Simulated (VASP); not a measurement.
# TePb (Immm) in VASP: further runs, part 2 of 2

VASP 6.6.1.

### Step 4. Single point, PBE (uniaxial strain along a: -1.5 %)

Input file INCAR:

```
PREC = Accurate
ENCUT = 520
EDIFF = 1E-6
ISMEAR = 0
SIGMA = 0.02
LREAL = False
LASPH = True
NELM = 100
ALGO = Normal
ISIF = 2
LWAVE = False
LCHARG = False
GGA = PE
NBANDS = 28
```

Input file KPOINTS:

```
regular mesh
0
Gamma
  6 6 4
```

Input file POSCAR:

```
TePb
1.0
    3.2355328376      3.2355328376      0.0000000000
   -3.2971229297      3.2971229297      0.0000000000
    0.0000000000      0.0000000000      6.5942458595
Te Pb
2 2
Direct
    0.0000000000      0.0000000000      0.0000000000
    0.5000000000      0.5000000000      0.5000000000
    0.5000000000      0.5000000000      0.0000000000
    0.0000000000      0.0000000000      0.5000000000
```

Potentials or basis: VASP PAW PBE potentials, release 64 (Te, Pb_d).

Run with:

```bash
cat potpaw_PBE.64/Te/POTCAR potpaw_PBE.64/Pb_d/POTCAR > POTCAR
mpirun -np 1 vasp_std > vasp.out
```

OUTCAR:

```text
PREC = Accurate
   ENCUT = 520
   EDIFF = 1E-6
   ISMEAR = 0
   LREAL = False
   LASPH = True
   NELM = 100
   ISIF = 2
   GGA = PE

 ion  position               nearest neighbor table
   1  0.000  0.000  0.000-   3 3.27   3 3.27   3 3.27   3 3.27   4 3.30   4 3.30
   2  0.500  0.500  0.500-   4 3.27   4 3.27   4 3.27   4 3.27   3 3.30   3 3.30
   3  0.500  0.500  0.000-   1 3.27   1 3.27   1 3.27   1 3.27   2 3.30   2 3.30
   4  0.000  0.000  0.500-   2 3.27   2 3.27   2 3.27   2 3.27   1 3.30   1 3.30

  LATTYP: Found a simple orthorhombic cell.
 ALAT       =     4.5757344204
 B/A-ratio  =     1.0190355330
 C/A-ratio  =     1.4411338713

  Lattice vectors:

 A1 = (   3.2355328376,   3.2355328376,   0.0000000000)
 A2 = (  -3.2971229297,   3.2971229297,   0.0000000000)
 A3 = (   0.0000000000,   0.0000000000,   6.5942458595)

Analysis of symmetry for initial positions (statically):
=====================================================================
 Subroutine PRICEL returns following result:

  LATTYP: Found a body centered orthorhombic cell.
 ALAT       =     4.5757344204
 B/A-ratio  =     1.0190355330
 C/A-ratio  =     1.4411338713

  Lattice vectors:

 A1 = (   0.0307950460,  -3.2663278836,  -3.2971229297)
 A2 = (  -0.0307950460,   3.2663278836,  -3.2971229298)
 A3 = (   3.2663278837,  -0.0307950461,   3.2971229297)

   2 primitive cells build up your supercell.

 Routine SETGRP: Setting up the symmetry group for a
 simple orthorhombic supercell.

 Subroutine GETGRP returns: Found  8 space group operations
 (whereof  8 operations were pure point group operations)
 out of a pool of  8 trial point group operations.

The static configuration has the point symmetry D_2h.

Analysis of symmetry for dynamics (positions and initial velocities):
=====================================================================
 Subroutine PRICEL returns following result:

  LATTYP: Found a body centered orthorhombic cell.
 ALAT       =     4.5757344204
 B/A-ratio  =     1.0190355330
 C/A-ratio  =     1.4411338713

  Lattice vectors:

 A1 = (   0.0307950460,  -3.2663278836,  -3.2971229297)
 A2 = (  -0.0307950460,   3.2663278836,  -3.2971229298)
 A3 = (   3.2663278837,  -0.0307950461,   3.2971229297)

   2 primitive cells build up your supercell.

 Routine SETGRP: Setting up the symmetry group for a
 simple orthorhombic supercell.

 Subroutine GETGRP returns: Found  8 space group operations
 (whereof  8 operations were pure point group operations)
 out of a pool of  8 trial point group operations.

The dynamic configuration has the point symmetry D_2h.

 Subroutine INISYM returns: Found  8 space group operations
 (whereof  8 operations are pure point group operations),
 and found     2 'primitive' translations

----------------------------------------------------------------------------------------

                                     Primitive cell

  volume of cell :      70.3471

  direct lattice vectors                    reciprocal lattice vectors
     0.030795046 -3.266327884 -3.297122930     0.151647364 -0.151647364 -0.151647364
    -0.030795046  3.266327884 -3.297122930     0.154534052  0.154534052 -0.151647364
     3.266327884 -0.030795046  3.297122930     0.306181416  0.002886688  0.000000000
[... 27 lines left out ...]

  Length of vectors
     0.036424025  0.035743626  0.037911841

  Shift w.r.t. Gamma in fractional coordinates (k-lattice)
     0.000000000  0.000000000  0.000000000

 Subroutine IBZKPT returns following result:
 ===========================================

 Found     48 irreducible k-points:

 Following reciprocal coordinates:
            Coordinates               Weight
  0.000000  0.000000  0.000000      1.000000
  0.166667  0.000000  0.000000      2.000000
  0.333333  0.000000  0.000000      2.000000
  0.500000  0.000000  0.000000      1.000000
  0.000000  0.166667  0.000000      2.000000
  0.166667  0.166667  0.000000      4.000000
[... 16 lines left out ...]
  0.333333  0.166667  0.250000      8.000000
  0.500000  0.166667  0.250000      4.000000
 [... further k-points ...]
   k-points           NKPTS =     48   k-points in BZ     NKDIM =     48   number of bands    NBANDS=     28
   number of dos      NEDOS =    301   number of ions     NIONS =      4
   total plane-waves  NPLWV =  64800
   dimension x,y,z NGX =    36 NGY =   36 NGZ =   50
   dimension x,y,z NGXF=    72 NGYF=   72 NGZF=  100
   ions per type =               2   2
   NGX,Y,Z   is equivalent  to a cutoff of  13.08, 12.84, 12.61 a.u.
   NGXF,Y,Z  is equivalent  to a cutoff of  26.16, 25.67, 25.21 a.u.
 SYSTEM =  unknown system
   PREC   = accura    normal or accurate (medium, high low for compatibility)
   ISTART =      0    job   : 0-new  1-cont  2-samecut
   ICHARG =      2    charge: 1-file 2-atom 10-const
   ISPIN  =      1    spin polarized calculation?
   LNONCOLLINEAR =      F non collinear calculations
   LSORBIT =      F    spin-orbit coupling
   LASPH  =      T    aspherical Exc in radial PAW
   ENCUT  =  520.0 eV  38.22 Ry    6.18 a.u.   8.51  8.67 12.26*2*pi/ulx,y,z
   NELM   =    100;   NELMIN=  2; NELMDL= -5     # of ELM steps
   EDIFF  = 0.1E-05   stopping-criterion for ELM
   LREAL  =      F    real-space projection
   EDIFFG = 0.1E-04   stopping-criterion for IOM
   NSW    =      0    number of steps for IOM
   IBRION =     -1    ionic relax: 0-MD 1-quasi-New 2-CG
   NFREE  =      0    steps in history (QN), initial steepest desc. (CG)
   ISIF   =      2    stress and relaxation
   ISYM   =      2    0-nonsym 1-usesym 2-fastsym
   POTIM  = 0.5000    time-step for ionic-motion
   TEBEG  =    0.0;   TEEND  =   0.0 temperature during run
   PSTRESS=    0.0 pullay stress
   NELECT =      40.0000    total number of electrons
   NUPDOWN=      -1.0000    fix difference up-down
   EMIN   =  10.00;   EMAX   =-10.00  energy-range for DOS
   EFERMI =   0.00;   METHOD = LEGACY
   ISMEAR =     0;   SIGMA  =   0.02  broadening in eV -4-tet -1-fermi 0-gaus
   EFERMI_NEDOS =   21; number of points for ismear=-14 and -15
   IALGO  =     38    algorithm
   IMIX   =      4    mixing-type and parameters
     AMIX     =   0.40;   BMIX     =  1.00
     AMIX_MAG =   1.60;   BMIX_MAG =  1.00
  volume/ion in A,a.u.               =      35.17       237.36
  Fermi-wavevector in a.u.,A,eV,Ry     =   1.076472  2.034237 15.766326  1.158792
  Thomas-Fermi vector in A             =   2.212357
   LORBIT       =      0    0 simple, 1 ext, 2 COOP (PROOUT), +10 PAW based schemes
   GGA     = PE    functional components
   LHFCALC =     F    Hartree Fock is set to
   AEXX    =    0.0000 exact exchange contribution
   IVDW    =     0    specifies the selected vdW correction
   LEPSILON=     F    determine dielectric tensor
   LRPA    =     F    only Hartree local field effects (RPA)
 non-spin polarized calculation
 Gauss-broadening in eV      SIGMA  =   0.02
  energy-cutoff  :      520.00
  volume of cell :      140.69
 maximum number of plane-waves:      3816
 NGX is ok and might be reduce to    36
   NGX = 17   NGY = 17   NGZ = 25

 number of electron      40.0000002 magnetization

 Free energy of the ion-electron system (eV)
  ---------------------------------------------------
  ext. energy  EPLUGINS =         0.00000000
  ---------------------------------------------------
  free energy    TOTEN  =       -15.03726048 eV

  energy without entropy =      -15.03726048  energy(sigma->0) =      -15.03726048

 E-fermi :   5.2506     XC(G=0):  -9.1131

 val. band max:        5.1326646199   @ k =   0.0000   0.5000   0.5000
 cond. band min:       5.8609183836   @ k =   0.5000   0.0000   0.5000
 fundamental gap:      0.7282537636
 Fermi energy:         5.2506118003

 k-point     1 :       0.0000    0.0000    0.0000
  band No.  band energies     occupation
      1     -11.6179      2.00000
      2     -11.5704      2.00000
      3     -11.5661      2.00000
      4     -11.5642      2.00000
      5     -11.5630      2.00000
      6     -11.5614      2.00000
[... 733 lines left out ...]
     27      10.9308      0.00000
     28      10.9308      0.00000

 [... further k-points ...]
[... 5 lines left out ...]
  --------------------------------------------------------------------------------------
  -------------------------------------------------------------------------------------
  Total        0.4347666      0.4347666     -0.1804979      0.2361501      0.0000000      0.0000000
  in kB        4.9509739      4.9509739     -2.0554490      2.6891973      0.0000000      0.0000000
  external PRESSURE =       2.6154996 kB  Pullay stress =       0.0000000 kB

 VOLUME and BASIS-vectors are now :
 -----------------------------------------------------------------------------
  energy-cutoff  :      520.00
  volume of cell :      140.69
      direct lattice vectors                 reciprocal lattice vectors
     3.235532838  3.235532838  0.000000000     0.154534052  0.154534052  0.000000000
    -3.297122930  3.297122930  0.000000000    -0.151647364  0.151647364  0.000000000
     0.000000000  0.000000000  6.594245859     0.000000000  0.000000000  0.151647364

 POSITION                                       TOTAL-FORCE (eV/Angst)
 -----------------------------------------------------------------------------------
      0.00000      0.00000      0.00000        -0.000000     -0.000000      0.000000
     -0.03080      3.26633      3.29712        -0.000000     -0.000000      0.000000
     -0.03080      3.26633      0.00000         0.000000      0.000000     -0.000000
      0.00000      0.00000      3.29712        -0.000000      0.000000      0.000000
 -----------------------------------------------------------------------------------
    total drift:                               -0.000000      0.000000      0.000000

  FREE ENERGIE OF THE ION-ELECTRON SYSTEM (eV)
  ---------------------------------------------------
  free  energy   TOTEN  =       -15.0372604846 eV

  energy  without entropy=      -15.0372604846  energy(sigma->0) =      -15.03726048
```

Wall time 72 s (1 thread of Intel Xeon 6975P-C (Granite Rapids), shared host); peak memory 0.33 GiB.

Results:

```
Free energy            : -15.0373 eV
Pressure               : 0.3 GPa
Band gap on the k mesh : 0.73 eV
```

Stress tensor (GPa, compression positive):
```
 0.50  0.27  0.00
 0.27  0.50  0.00
 0.00  0.00 -0.21
```

Levels at points of the mesh, in eV from the valence-band top:
```
           k point  band 17  band 18  band 19  band 20  band 21  band 22  band 23  band 24
(0.00, 0.00, 0.00)    -2.50    -1.33    -1.18    -1.17     3.45     3.85     4.03     4.09
(0.50, 0.00, 0.00)    -1.00    -1.00    -0.61    -0.61     1.56     1.56     1.73     1.73
(0.00, 0.50, 0.00)    -0.90    -0.90    -0.48    -0.48     1.71     1.71     1.86     1.86
(0.50, 0.50, 0.00)    -2.65    -2.65    -2.56    -2.56     3.42     3.42     5.16     5.16
(0.00, 0.00, 0.50)    -1.91    -1.91    -1.36    -1.36     2.50     2.50     4.19     4.19
(0.50, 0.00, 0.50)    -0.82    -0.82    -0.08    -0.08     0.73     0.73     1.29     1.29
(0.00, 0.50, 0.50)    -0.73    -0.73     0.00     0.00     0.80     0.80     1.34     1.34
(0.50, 0.50, 0.50)    -3.56    -3.56    -0.37    -0.37     1.65     1.65     5.14     5.14
```

Caveat: the cell differs from its parent crystal (uniaxial strain along a: -1.5 %); spin-orbit coupling is left out, which moves the levels of the heavy elements. A k mesh can miss the band edges.

### Step 5. The runs side by side

| cell | gap on the mesh (eV) | pressure (GPa) |
| --- | --- | --- |
| a = 4.506, b = 4.680, c = 6.619 Å, 4 atoms | 0.61 | 0.6 |
| a = 4.506, b = 4.724, c = 6.583 Å, 4 atoms | 0.57 | 0.4 |
| a = 4.576, b = 4.663, c = 6.594 Å, 4 atoms | 0.73 | 0.3 |

Alike in all rows: task single point; level PBE; potentials or basis VASP PAW PBE potentials, release 64 (Te, Pb_d); no spin polarisation; k mesh 6 × 6 × 4; cutoff (eV) 520; smearing gaussian 0.02 eV.

Caveats: spin-orbit coupling is left out, which moves the levels of the heavy elements.

Total energies depend on the potentials used, so only differences within one code and one set of settings carry meaning.
